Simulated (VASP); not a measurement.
# Rh (Fd-3m) in VASP: notebook

The runs below take Rh through single point, with RPBE.

Program: VASP 6.6.1. These are calculated values, not measurements. Logs are shortened: lines on timing, memory, paths and dates and some standing lists are left out, and cuts for length are marked.

## 1. The cell of the first run

The structure is cubic, space group Fd-3m (No. 227). Conventional cell: a = 5.563 Å, b = 5.563 Å, c = 5.563 Å, α = 90.00°, β = 90.00°, γ = 90.00°. Rh (site symmetry -43m) has 4 Rh at 2.41 Å within 3.2 Å.

This isn't the form of Rh at room conditions, which is fcc.

## 2. Single point, RPBE

INCAR

```
  ALGO = Normal
  EDIFF = 1E-6
  ENCUT = 520
  GGA = RP
  ISIF = 2
  ISMEAR = -1
  LASPH = T
  LCHARG = T
  LELF = T
  LREAL = F
  LVHAR = T
  LWAVE = F
  NBANDS = 22
  NELM = 60
  PREC = Accurate
  SIGMA = 0.1
```

KPOINTS

```
k-points
0
Gamma
  10 10 10
```

POSCAR

```
Rh
1.0
    0.0000000000      2.7813268490      2.7813268490
    2.7813268490      0.0000000000      2.7813268490
    2.7813268490      2.7813268490      0.0000000000
Rh
2
Direct
    0.1250000000      0.1250000000      0.1250000000
    0.8750000000      0.8750000000      0.8750000000
```

Potentials or basis: VASP PAW PBE potentials, release 64 (Rh_pv).

Run with:

```sh
$ cat potpaw_PBE.64/Rh_pv/POTCAR > POTCAR
$ mpirun -np 1 vasp_std > vasp.out
```

OUTCAR:

```text
EDIFF = 1E-6
   ENCUT = 520
   GGA = RP
   ISIF = 2
   ISMEAR = -1
   LASPH = T
   LREAL = F
   NELM = 60
   PREC = Accurate

 ion  position               nearest neighbor table
   1  0.125  0.125  0.125-   2 2.41   2 2.41   2 2.41   2 2.41
   2  0.875  0.875  0.875-   1 2.41   1 2.41   1 2.41   1 2.41

  LATTYP: Found a face centered cubic cell.
 ALAT       =     5.5626536980

  Lattice vectors:

 A1 = (   0.0000000000,   2.7813268490,   2.7813268490)
 A2 = (   2.7813268490,   0.0000000000,   2.7813268490)
 A3 = (   2.7813268490,   2.7813268490,   0.0000000000)

Analysis of symmetry for initial positions (statically):
=====================================================================
 Subroutine PRICEL returns:
 Original cell was already a primitive cell.

 Routine SETGRP: Setting up the symmetry group for a
 face centered cubic supercell.

 Subroutine GETGRP returns: Found 48 space group operations
 (whereof 12 operations were pure point group operations)
 out of a pool of 48 trial point group operations.

The static configuration has the point symmetry D_3d.
 The point group associated with its full space group is O_h .

Analysis of symmetry for dynamics (positions and initial velocities):
=====================================================================
 Subroutine PRICEL returns:
 Original cell was already a primitive cell.

 Routine SETGRP: Setting up the symmetry group for a
 face centered cubic supercell.

 Subroutine GETGRP returns: Found 48 space group operations
 (whereof 12 operations were pure point group operations)
 out of a pool of 48 trial point group operations.

The dynamic configuration has the point symmetry D_3d.
 The point group associated with its full space group is O_h .

 Subroutine INISYM returns: Found 48 space group operations
 (whereof 12 operations are pure point group operations),
 and found     1 'primitive' translations

----------------------------------------------------------------------------------------

                                     Primitive cell

  volume of cell :      43.0315

  direct lattice vectors                    reciprocal lattice vectors
     0.000000000  2.781326849  2.781326849    -0.179770314  0.179770314  0.179770314
     2.781326849  0.000000000  2.781326849     0.179770314 -0.179770314  0.179770314
     2.781326849  2.781326849  0.000000000     0.179770314  0.179770314 -0.179770314
[... 79 lines left out ...]
   LNONCOLLINEAR =      F non collinear calculations
   LSORBIT =      F    spin-orbit coupling
   LASPH  =      T    aspherical Exc in radial PAW
   ENCUT  =  520.0 eV  38.22 Ry    6.18 a.u.   7.31  7.31  7.31*2*pi/ulx,y,z
   NELM   =     60;   NELMIN=  2; NELMDL= -5     # of ELM steps
   EDIFF  = 0.1E-05   stopping-criterion for ELM
   LREAL  =      F    real-space projection
   EDIFFG = 0.1E-04   stopping-criterion for IOM
   NSW    =      0    number of steps for IOM
   IBRION =     -1    ionic relax: 0-MD 1-quasi-New 2-CG
   NFREE  =      0    steps in history (QN), initial steepest desc. (CG)
   ISIF   =      2    stress and relaxation
   ISYM   =      2    0-nonsym 1-usesym 2-fastsym
   POTIM  = 0.5000    time-step for ionic-motion
   TEBEG  =    0.0;   TEEND  =   0.0 temperature during run
   PSTRESS=    0.0 pullay stress
   NELECT =      30.0000    total number of electrons
   NUPDOWN=      -1.0000    fix difference up-down
   EMIN   =  10.00;   EMAX   =-10.00  energy-range for DOS
   EFERMI =   0.00;   METHOD = LEGACY
   ISMEAR =    -1;   SIGMA  =   0.10  broadening in eV -4-tet -1-fermi 0-gaus
   EFERMI_NEDOS =   21; number of points for ismear=-14 and -15
   IALGO  =     38    algorithm
   IMIX   =      4    mixing-type and parameters
     AMIX     =   0.40;   BMIX     =  1.00
     AMIX_MAG =   1.60;   BMIX_MAG =  1.00
  volume/ion in A,a.u.               =      21.52       145.20
  Fermi-wavevector in a.u.,A,eV,Ry     =   1.451621  2.743166 28.670242  2.107203
  Thomas-Fermi vector in A             =   2.569097
   LORBIT       =      0    0 simple, 1 ext, 2 COOP (PROOUT), +10 PAW based schemes
   GGA     = RP    functional components
   LHFCALC =     F    Hartree Fock is set to
   AEXX    =    0.0000 exact exchange contribution
   IVDW    =     0    specifies the selected vdW correction
   LEPSILON=     F    determine dielectric tensor
   LRPA    =     F    only Hartree local field effects (RPA)
 non-spin polarized calculation
  energy-cutoff  :      520.00
  volume of cell :       43.03
 maximum number of plane-waves:      1185
 NGX is ok and might be reduce to    30
   NGX = 15   NGY = 15   NGZ = 15

 number of electron      30.0000007 magnetization

 Free energy of the ion-electron system (eV)
  ---------------------------------------------------
  ext. energy  EPLUGINS =         0.00000000
  ---------------------------------------------------
  free energy    TOTEN  =       -11.23422972 eV

  energy without entropy =      -11.11966435  energy(sigma->0) =      -11.17694703

 E-fermi :   6.1476     XC(G=0): -10.8188

 val. band max:        6.1372708254   @ k =   0.5000   0.3000   0.1000
 cond. band min:       6.1497491598   @ k =   0.4000   0.4000   0.0000
 fundamental gap:      0.0124783344
 Fermi energy:         6.1476159843

 k-point     1 :       0.0000    0.0000    0.0000
  band No.  band energies     occupation
      1     -40.8421      2.00000
      2     -40.8421      2.00000
      3     -40.8421      2.00000
      4     -40.2792      2.00000
      5     -40.2792      2.00000
      6     -40.2792      2.00000
[... 589 lines left out ...]
     21      16.3363      0.00000
     22      17.4362      0.00000

 [... further k-points ...]

------------------------ aborting loop because EDIFF is reached ----------------------------------------

  FORCE on cell =-STRESS in cart. coord.  units (eV):
  Direction    XX          YY          ZZ          XY          YZ          ZX
  --------------------------------------------------------------------------------------
  -------------------------------------------------------------------------------------
  Total        0.0332866      0.0332866      0.0332866      0.0000000      0.0000000      0.0000000
  in kB        1.2393502      1.2393502      1.2393502      0.0000000      0.0000000      0.0000000
  external PRESSURE =       1.2393502 kB  Pullay stress =       0.0000000 kB

 VOLUME and BASIS-vectors are now :
 -----------------------------------------------------------------------------
  energy-cutoff  :      520.00
  volume of cell :       43.03
      direct lattice vectors                 reciprocal lattice vectors
     0.000000000  2.781326849  2.781326849    -0.179770314  0.179770314  0.179770314
     2.781326849  0.000000000  2.781326849     0.179770314 -0.179770314  0.179770314
     2.781326849  2.781326849  0.000000000     0.179770314  0.179770314 -0.179770314

 POSITION                                       TOTAL-FORCE (eV/Angst)
 -----------------------------------------------------------------------------------
      0.69533      0.69533      0.69533         0.000000      0.000000      0.000000
      4.86732      4.86732      4.86732        -0.000000     -0.000000     -0.000000
 -----------------------------------------------------------------------------------
    total drift:                               -0.000000      0.000000      0.000000

  FREE ENERGIE OF THE ION-ELECTRON SYSTEM (eV)
  ---------------------------------------------------
  free  energy   TOTEN  =       -11.2342297224 eV

  energy  without entropy=      -11.1196643464  energy(sigma->0) =      -11.17694703
```

OSZICAR:

```text
N       E                     dE             d eps       ncg     rms          rms(c)
DAV:   1     0.318984509324E+03    0.31898E+03   -0.19217E+04  2084   0.146E+03
DAV:   2    -0.540844068247E+01   -0.32439E+03   -0.31181E+03  2188   0.441E+02
DAV:   3    -0.115884170364E+02   -0.61800E+01   -0.61392E+01  2356   0.710E+01
DAV:   4    -0.116354978156E+02   -0.47081E-01   -0.47078E-01  2426   0.616E+00
DAV:   5    -0.116362715049E+02   -0.77369E-03   -0.77368E-03  2434   0.799E-01    0.874E+00
DAV:   6    -0.112439292091E+02    0.39234E+00   -0.14749E+00  2284   0.116E+01    0.391E+00
DAV:   7    -0.112359145982E+02    0.80146E-02   -0.23136E-02  2194   0.155E+00    0.225E+00
DAV:   8    -0.112340457882E+02    0.18688E-02   -0.72491E-03  2260   0.929E-01    0.695E-02
DAV:   9    -0.112341983718E+02   -0.15258E-03   -0.26494E-04  2344   0.167E-01    0.437E-02
DAV:  10    -0.112342290348E+02   -0.30663E-04   -0.32849E-05  2218   0.460E-02    0.247E-03
DAV:  11    -0.112342297224E+02   -0.68760E-06   -0.82159E-07  1790   0.697E-03
   1 F= -.11234230E+02 E0= -.11176947E+02  d E =-.114565E+00
```

stdout:

```text
POSCAR found type information on POSCAR Rh
 POSCAR found :  1 types and       2 ions
 scaLAPACK will be used
 -----------------------------------------------------------------------------
|                                                                             |
|                                                                             |
|     You enforced a specific xc type in the INCAR file but a different       |
|     I HOPE YOU KNOW WHAT YOU ARE DOING!                                     |
|                                                                             |
 -----------------------------------------------------------------------------

 LDA part: xc-table for (Slater+PW92), standard interpolation
 POSCAR, INCAR and KPOINTS ok, starting setup
 FFT: planning ... GRIDC
 FFT: planning ... GRID_SOFT
 FFT: planning ... GRID
 WAVECAR not read
 entering main loop
```

It took 49 s on 1 thread of Intel Xeon 8259CL, shared host; peak memory 0.18 GiB.

What came out:

```
Free energy            : -11.2342 eV
Pressure               : 0.1 GPa
Band gap on the k mesh : zero (bands 15 and 16 overlap by 1.12 eV)
```

Caveat: the PAW data sets were made with another functional, which shifts forces and pressure a little.

## 3. Single point, RPBE (18.93 Å³/atom)

This run uses another cell than the first one, of 18.93 Å³/atom.

INCAR

```
PREC = Accurate
ENCUT = 520
EDIFF = 1E-7
ISMEAR = -1
SIGMA = 0.1
LREAL = False
LASPH = True
NELM = 100
ALGO = Normal
ISIF = 2
LWAVE = False
LCHARG = False
GGA = RP
NBANDS = 22
```

KPOINTS

```
Automatic mesh
0
Gamma
  11 11 11
```

POSCAR

```
Rh
1.0
    0.0000000000      2.6653009387      2.6653009387
    2.6653009387      0.0000000000      2.6653009387
    2.6653009387      2.6653009387      0.0000000000
Rh
2
Direct
    0.1250000000      0.1250000000      0.1250000000
    0.8750000000      0.8750000000      0.8750000000
```

Potentials or basis: VASP PAW PBE potentials, release 64 (Rh_pv).

Run with:

```sh
$ cat potpaw_PBE.64/Rh_pv/POTCAR > POTCAR
$ mpirun -np 1 vasp_std > vasp.out
```

It took 48 s on 1 thread of Intel Xeon 8259CL, shared host; peak memory 0.18 GiB.

Results (log left out):

- Free energy: -10.9411 eV
- Pressure: 20.6 GPa
- Band gap on the k mesh: zero (bands 15 and 16 overlap by 1.32 eV)

Levels at points of the mesh, in eV from the Fermi level:
| k point | band 11 | band 12 | band 13 | band 14 | band 15 | band 16 | band 17 | band 18 | band 19 | band 20 |
| --- | --- | --- | --- | --- | --- | --- | --- | --- | --- | --- |
| (0.00, 0.00, 0.00) | -4.38 | -4.38 | -1.61 | -1.61 | -1.61 | 0.46 | 0.46 | 12.88 | 13.19 | 13.19 |

Caveat: the cell stands under pressure; the PAW data sets were made with another functional, which shifts forces and pressure a little.

## 4. Single point, RPBE (19.79 Å³/atom)

This run uses another cell than the first one, of 19.79 Å³/atom.

INCAR is that of step 3.

KPOINTS

```
regular mesh
0
Gamma
  11 11 11
```

POSCAR

```
Rh
1.0
    0.0000000000      2.7050874154      2.7050874154
    2.7050874154      0.0000000000      2.7050874154
    2.7050874154      2.7050874154      0.0000000000
Rh
2
Direct
    0.1250000000      0.1250000000      0.1250000000
    0.8750000000      0.8750000000      0.8750000000
```

Run with:

```sh
$ cat potpaw_PBE.64/Rh_pv/POTCAR > POTCAR
$ mpirun -np 1 vasp_std > vasp.out
```

Wall time 66 s (1 thread of Intel Xeon 8259CL, shared host); peak memory 0.18 GiB.

It converged, with:

```
Free energy            : -11.1145 eV
Pressure               : 12.0 GPa
Band gap on the k mesh : zero (bands 15 and 16 overlap by 1.23 eV)
```

Levels at points of the mesh, in eV from the Fermi level:
```
           k point  band 11  band 12  band 13  band 14  band 15  band 16  band 17  band 18  band 19  band 20
(0.00, 0.00, 0.00)    -4.15    -4.15    -1.52    -1.52    -1.52     0.41     0.41    12.75    13.00    13.00
```

Caveat: the cell stands under pressure; the PAW data sets were made with another functional, which shifts forces and pressure a little.

## 5. Overview

| cell | k mesh | gap on the mesh (eV) | pressure (GPa) |
| --- | --- | --- | --- |
| a = 3.933 Å, angles 60.0°, 2 atoms | 10 × 10 × 10 | none | 0.1 |
| a = 3.769 Å, angles 60.0°, 2 atoms | 11 × 11 × 11 | none | 20.6 |
| a = 3.826 Å, angles 60.0°, 2 atoms | 11 × 11 × 11 | none | 12.0 |

Alike in all rows: task single point; level RPBE; potentials or basis VASP PAW PBE potentials, release 64 (Rh_pv); no spin polarisation; cutoff (eV) 520; smearing fermi-dirac 0.1 eV.

Caveats: the PAW data sets were made with another functional, which shifts forces and pressure a little; the cell stands under pressure (at least some runs).

Absolute energies hang on the potentials; compare differences alone.
